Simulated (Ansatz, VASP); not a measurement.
# Two plane-wave programs on W

```
W
1.0
     4.87138    0.00000    0.00000
    -2.43569    4.21874    0.00000
     0.00000    0.00000    2.70402
W
3
Cartesian
  4.8714 0.0000 0.0000
  0.0000 2.8125 1.3520
  2.4357 1.4062 1.3520
```

Alike in both runs: task single point; functional BLYP; k mesh 9 × 9 × 13; occupations fermi-dirac, width 0.1 eV; no spin polarisation.

|  | VASP | Ansatz |
| --- | --- | --- |
| version | VASP 6.6.1 | Ansatz 0.2.0 |
| potentials or method | VASP PAW PBE potentials, release 64 (W_sv), cutoff 520 eV | plane waves (420 eV) with PAW, scalar-relativistic |
| valence electrons in the cell | 42 | 42 |

|  | VASP | Ansatz | Ansatz less VASP |
| --- | --- | --- | --- |
| pressure (GPa) | -15.1 | -16.1 | -1.04 |
| traceless stress, the component that is largest in VASP (GPa) | -2.14 | -2.37 | -0.225 |

VASP's potentials were made for PBE, not for BLYP. The functional is the same, so the differences come from potentials, cutoffs and numerics.

Neither program's run includes spin-orbit coupling.
